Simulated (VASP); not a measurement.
# HfC (Fm-3m) in VASP: further runs, part 2 of 2

VASP 6.6.1.

## (4) Single point, r2SCAN+U, non-collinear spin, zero start, spin-orbit coupling

This run uses another cell than the first one, of 14.45 Å³/atom.

The input, POSCAR:

```
HfC
1.0
    0.0000000000      2.4358782111      2.4358782111
    2.4358782111      0.0000000000      2.4358782111
    2.4358782111      2.4358782111      0.0000000000
Hf C
1 1
Direct
    0.5000000000      0.5000000000      0.5000000000
    0.0000000000      0.0000000000      0.0000000000
```

The input, INCAR.step1:

```
PREC     = Accurate       # precision mode
ENCUT    = 520            # plane-wave cutoff, eV
ISMEAR   = 0              # smearing method
SIGMA    = 0.005          # smearing width, eV
LREAL    = False          # projectors in reciprocal space
LASPH    = True           # aspherical terms in the spheres
NELM     = 150            # most SCF steps
MAGMOM   = 0 0 0 0 0 0    # initial moments
LSORBIT  = True           # spin-orbit coupling
GGA_COMPAT= False        
LMAXMIX  = 4              # l up to which the mixer works
LDAU     = True           # DFT+U
LDAUTYPE = 2            
LDAUL    = 2 -1           # shell
LDAUU    = 7 0            # U, eV
LDAUJ    = 0 0          
NBANDS   = 26             # bands
GGA      = PE             # functional
ALGO     = Normal         # electronic algorithm
EDIFF    = 1E-4           # SCF threshold, eV
LWAVE    = True           # write WAVECAR
LCHARG   = False          # write CHGCAR
```

The input, INCAR.step2:

```
PREC     = Accurate       # precision mode
ENCUT    = 520            # plane-wave cutoff, eV
EDIFF    = 1E-7           # SCF threshold, eV
ISMEAR   = 0              # smearing method
SIGMA    = 0.005          # smearing width, eV
LREAL    = False          # projectors in reciprocal space
LASPH    = True           # aspherical terms in the spheres
NELM     = 150            # most SCF steps
ALGO     = Normal         # electronic algorithm
ISIF     = 2              # what is computed and relaxed
LWAVE    = False          # write WAVECAR
LCHARG   = False          # write CHGCAR
MAGMOM   = 0 0 0 0 0 0    # initial moments
LORBIT   = 11             # projections on sites
LSORBIT  = True           # spin-orbit coupling
GGA_COMPAT= False        
LORBMOM  = True         
LMAXMIX  = 4              # l up to which the mixer works
LDAU     = True           # DFT+U
LDAUTYPE = 2            
LDAUL    = 2 -1           # shell
LDAUU    = 7 0            # U, eV
LDAUJ    = 0 0          
LDAUPRINT= 1            
METAGGA  = R2SCAN         # meta-GGA
LMIXTAU  = True         
NBANDS   = 26             # bands
ISTART   = 1
```

The input, KPOINTS:

```
regular mesh
0
Gamma
  10 10 10
```

Potentials or basis: VASP PAW PBE potentials, release 64 (Hf_pv, C).

Command:

```console
$ cat potpaw_PBE.64/Hf_pv/POTCAR potpaw_PBE.64/C/POTCAR > POTCAR
$ cp INCAR.step1 INCAR
$ mpirun -np 1 vasp_ncl > vasp.out
$ cp INCAR.step2 INCAR
$ mpirun -np 1 vasp_ncl > vasp.out
```

OUTCAR:

```text
PREC = Accurate
   ENCUT = 520
   EDIFF = 1E-7
   ISMEAR = 0
   LREAL = False
   LASPH = True
   NELM = 150
   ISIF = 2
   LORBIT = 11
   LSORBIT = True
   METAGGA = R2SCAN
   ISTART = 1

 ion  position               nearest neighbor table
   1  0.500  0.500  0.500-   2 2.44   2 2.44   2 2.44   2 2.44   2 2.44   2 2.44
   2  0.000  0.000  0.000-   1 2.44   1 2.44   1 2.44   1 2.44   1 2.44   1 2.44

  LATTYP: Found a face centered cubic cell.
 ALAT       =     4.8717564222

  Lattice vectors:

 A1 = (   0.0000000000,   2.4358782111,   2.4358782111)
 A2 = (   2.4358782111,   0.0000000000,   2.4358782111)
 A3 = (   2.4358782111,   2.4358782111,   0.0000000000)

Analysis of symmetry for initial positions (statically):
=====================================================================
 Subroutine PRICEL returns:
 Original cell was already a primitive cell.

 Routine SETGRP: Setting up the symmetry group for a
 face centered cubic supercell.

 Subroutine GETGRP returns: Found 48 space group operations
 (whereof 48 operations were pure point group operations)
 out of a pool of 48 trial point group operations.

The static configuration has the point symmetry O_h .

Analysis of symmetry for dynamics (positions and initial velocities):
=====================================================================
 Subroutine PRICEL returns:
 Original cell was already a primitive cell.

 Routine SETGRP: Setting up the symmetry group for a
 face centered cubic supercell.

 Subroutine GETGRP returns: Found 48 space group operations
 (whereof 48 operations were pure point group operations)
 out of a pool of 48 trial point group operations.

The dynamic configuration has the point symmetry O_h .

Analysis of structural, dynamic, and magnetic symmetry:
=====================================================================
 Subroutine PRICEL returns:
 Original cell was already a primitive cell.

 Routine SETGRP: Setting up the symmetry group for a
 face centered cubic supercell.

 Subroutine GETGRP returns: Found 48 space group operations
 (whereof 48 operations were pure point group operations)
 out of a pool of 48 trial point group operations.

The overall configuration has the point symmetry O_h .

 Subroutine INISYM returns: Found 48 space group operations
 (whereof 48 operations are pure point group operations),
 and found     1 'primitive' translations

----------------------------------------------------------------------------------------

                                     Primitive cell

  volume of cell :      28.9066

  direct lattice vectors                    reciprocal lattice vectors
     0.000000000  2.435878211  2.435878211    -0.205264778  0.205264778  0.205264778
     2.435878211  0.000000000  2.435878211     0.205264778 -0.205264778  0.205264778
     2.435878211  2.435878211  0.000000000     0.205264778  0.205264778 -0.205264778

  length of vectors
     3.444852002  3.444852002  3.444852002     0.355529024  0.355529024  0.355529024
[... 201 lines left out ...]
      5     -25.0602      1.00000
      6     -25.0602      1.00000
[... 685 lines left out ...]
     25      15.5698      0.00000
     26      15.5698      0.00000

 [... further k-points ...]
[... 5 lines left out ...]
  --------------------------------------------------------------------------------------
  -------------------------------------------------------------------------------------
  Total       -1.8055712     -1.8055712     -1.8055712     -0.0000000      0.0000000     -0.0000000
  in kB     -100.0756683   -100.0756683   -100.0756683     -0.0000000      0.0000000     -0.0000000
  external PRESSURE =    -100.0756683 kB  Pullay stress =       0.0000000 kB

 VOLUME and BASIS-vectors are now :
 -----------------------------------------------------------------------------
  energy-cutoff  :      520.00
  volume of cell :       28.91
      direct lattice vectors                 reciprocal lattice vectors
     0.000000000  2.435878211  2.435878211    -0.205264778  0.205264778  0.205264778
     2.435878211  0.000000000  2.435878211     0.205264778 -0.205264778  0.205264778
     2.435878211  2.435878211  0.000000000     0.205264778  0.205264778 -0.205264778

 POSITION                                       TOTAL-FORCE (eV/Angst)
 -----------------------------------------------------------------------------------
      2.43588      2.43588      2.43588        -0.000000      0.000000     -0.000000
      0.00000      0.00000      0.00000         0.000000     -0.000000      0.000000
 -----------------------------------------------------------------------------------
    total drift:                                0.000000      0.000000      0.000000

  FREE ENERGIE OF THE ION-ELECTRON SYSTEM (eV)
  ---------------------------------------------------
  free  energy   TOTEN  =       -53.6788149094 eV

  energy  without entropy=      -53.6788149094  energy(sigma->0) =      -53.67881491

 orbital moment (x)

 # of ion     p       d       tot
 ----------------------------------------
  1         0.000  -0.000  -0.000
  2         0.000   0.000   0.000
 ----------------------------------------
            0.000  -0.000  -0.000

 orbital moment (y)

 # of ion     p       d       tot
 ----------------------------------------
  1         0.000   0.000   0.000
  2         0.000   0.000   0.000
 ----------------------------------------
            0.000   0.000   0.000

 orbital moment (z)

 # of ion     p       d       tot
 ----------------------------------------
  1         0.000   0.000   0.000
  2         0.000   0.000   0.000
 ----------------------------------------
            0.000   0.000   0.000

 Spin-Orbit-Coupling matrix elements

 Ion:    1  E_soc:     -1.2175184
 l=   1
     0.0000000    -0.1978829    -0.1978829
    -0.1978829     0.0000000    -0.1978829
    -0.1978829    -0.1978829     0.0000000
 l=   2
     0.0000000    -0.0007090     0.0000000    -0.0007090    -0.0043279
    -0.0007090     0.0000000    -0.0032459    -0.0007090    -0.0010820
     0.0000000    -0.0032459     0.0000000    -0.0032459     0.0000000
    -0.0007090    -0.0007090    -0.0032459     0.0000000    -0.0010820
    -0.0043279    -0.0010820     0.0000000    -0.0010820     0.0000000
 l=   3
     0.0000000     0.0000000     0.0000000     0.0000000     0.0000000     0.0000000     0.0000000
     0.0000000     0.0000000     0.0000000     0.0000000     0.0000000     0.0000000     0.0000000
     0.0000000     0.0000000     0.0000000     0.0000000     0.0000000     0.0000000     0.0000000
     0.0000000     0.0000000     0.0000000     0.0000000     0.0000000     0.0000000     0.0000000
     0.0000000     0.0000000     0.0000000     0.0000000     0.0000000     0.0000000     0.0000000
     0.0000000     0.0000000     0.0000000     0.0000000     0.0000000     0.0000000     0.0000000
     0.0000000     0.0000000     0.0000000     0.0000000     0.0000000     0.0000000     0.0000000

 Ion:    2  E_soc:     -0.0002405
 l=   1
     0.0000000    -0.0000401    -0.0000401
    -0.0000401     0.0000000    -0.0000401
    -0.0000401    -0.0000401     0.0000000
 l=   2
     0.0000000     0.0000000     0.0000000     0.0000000     0.0000000
     0.0000000     0.0000000     0.0000000     0.0000000     0.0000000
     0.0000000     0.0000000     0.0000000     0.0000000     0.0000000
     0.0000000     0.0000000     0.0000000     0.0000000     0.0000000
     0.0000000     0.0000000     0.0000000     0.0000000     0.0000000
 l=   3
     0.0000000     0.0000000     0.0000000     0.0000000     0.0000000     0.0000000     0.0000000
     0.0000000     0.0000000     0.0000000     0.0000000     0.0000000     0.0000000     0.0000000
     0.0000000     0.0000000     0.0000000     0.0000000     0.0000000     0.0000000     0.0000000
     0.0000000     0.0000000     0.0000000     0.0000000     0.0000000     0.0000000     0.0000000
     0.0000000     0.0000000     0.0000000     0.0000000     0.0000000     0.0000000     0.0000000
     0.0000000     0.0000000     0.0000000     0.0000000     0.0000000     0.0000000     0.0000000
     0.0000000     0.0000000     0.0000000     0.0000000     0.0000000     0.0000000     0.0000000

 total charge

# of ion       s       p       d       tot
------------------------------------------
    1        0.326   6.622   1.146   8.095
    2        0.858   1.509   0.000   2.367
--------------------------------------------------
tot          1.184   8.131   1.146  10.462

 magnetization (x)

# of ion       s       p       d       tot
------------------------------------------
    1        0.000   0.000  -0.000  -0.000
    2        0.000   0.000   0.000   0.000
--------------------------------------------------
tot          0.000   0.000  -0.000  -0.000

 magnetization (y)

# of ion       s       p       d       tot
------------------------------------------
    1       -0.000   0.000   0.000  -0.000
    2       -0.000   0.000   0.000   0.000
--------------------------------------------------
tot         -0.000   0.000   0.000  -0.000

 magnetization (z)

# of ion       s       p       d       tot
------------------------------------------
    1       -0.000   0.000   0.000  -0.000
    2       -0.000  -0.000   0.000  -0.000
--------------------------------------------------
tot         -0.000  -0.000   0.000  -0.000
```

Wall time 18 min (1 thread of Intel Xeon 8259CL, shared host); peak memory 0.32 GiB.

Results:

- Free energy: -53.6788 eV
- Pressure: -10.0 GPa
- Net moment: 0.00 μB per cell
- Valence electrons inside the program's atomic spheres: Hf 8.10; C 2.37

Moments on the atoms (μB; x, y, z):
```
Hf  0.00 0.00 0.00
C   0.00 0.00 0.00
```

Caveat: the cell stands under tension; the PAW data sets were made with another functional, which shifts forces and pressure a little; the U is typed as a test and isn't derived for this compound. The state reached can hang on the start; a lower one may exist.

## (5) Summary

```tsv
task	level	potentials or basis	spin	U	cell	k mesh	cutoff (eV)	smearing	ions in elastic constants	moment (μB)
elastic constants	LDA	VASP PAW LDA potentials, release 64 (Hf_pv, C)	off	-	a = 3.288 Å, angles 60.0°, 2 atoms	7 × 7 × 7	600	fermi-dirac 0.05 eV	relaxed	-
phonons	PBE+D3(BJ)+U	VASP PAW PBE potentials, release 64 (Hf_pv, C)	collinear	Hf d U = 3.5 eV	a = 3.542 Å, angles 60.0°, 2 atoms	6 × 6 × 6	520	gaussian 0.02 eV	-	0.04
single point	r2SCAN+U	VASP PAW PBE potentials, release 64 (Hf_pv, C)	non-collinear, zero start, SOC	Hf d U = 7.0 eV	a = 3.445 Å, angles 60.0°, 2 atoms	10 × 10 × 10	520	gaussian 0.005 eV	-	0.00
```

Caveats: some runs use coarse meshes; the U is typed as a test and isn't derived for this compound (at least some runs); the cell is under stress, which shifts elastic constants (at least some runs); the cell stands under pressure or tension, which shifts response properties (at least some runs); three body term missing (at least some runs); the cell stands under tension (at least some runs); the PAW data sets were made with another functional, which shifts forces and pressure a little (at least some runs).

Absolute energies hang on the potentials; compare differences alone.
